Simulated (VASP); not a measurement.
The system is ZnO.

```
Zn O
1.0
     3.24940    0.00000    0.00000
    -1.62470    2.81406    0.00000
     0.00000    0.00000    5.20380
Zn O
2 2
Direct
  0.33333 0.66667 0.00000
  0.66667 0.33333 0.50000
  0.33333 0.66667 0.38210
  0.66667 0.33333 0.88210
```

* Program: VASP 6.6.1
* Task: relaxation of cell and atoms
* Functional: PBE
* Potentials or basis: VASP PAW PBE potentials, release 64 (Zn, O)
* Cutoff: 600 eV
* k mesh: 12 × 12 × 6
* Occupations: gaussian, width 0.02 eV
* Spin: no spin polarisation

At the start: pressure 5.9 GPa; volume 11.90 Å³/atom.

Problem. Where does the relaxation end?

Solution. Over 14 steps the energy falls by 8.9 meV/atom and the volume is 12.39 Å³/atom (+4.2 %); space group P6_3mc (No. 186, to 0.05 Å).

Step by step:
```csv
step,energy change (eV),largest force (eV/Å),pressure (GPa),volume (Å³)
1,0.0000,0.0323,5.87,47.58
2,-0.0265,0.0218,-2.62,50.65
3,-0.0351,0.0250,-0.02,49.58
4,-0.0351,0.0251,0.07,49.54
5,-0.0353,0.0244,0.14,49.54
6,-0.0357,0.0204,0.16,49.55
7,-0.0357,0.0196,0.13,49.55
8,-0.0357,0.0123,-0.19,49.67
9,-0.0358,0.0034,-0.12,49.61
10,-0.0358,0.0061,0.07,49.60
11,-0.0358,0.0037,-0.10,49.61
12,-0.0358,0.0053,-0.02,49.60
13,-0.0358,0.0037,-0.04,49.61
14,-0.0358,0.0026,0.02,49.57
```

Final structure:
```
Zn O
1.0
     3.28541    0.00000    0.00000
    -1.64270    2.84524    0.00000
     0.00000    0.00000    5.30312
Zn O
2 2
Direct
  0.33333 0.66667 0.00156
  0.66667 0.33333 0.50156
  0.33333 0.66667 0.38054
  0.66667 0.33333 0.88054
```
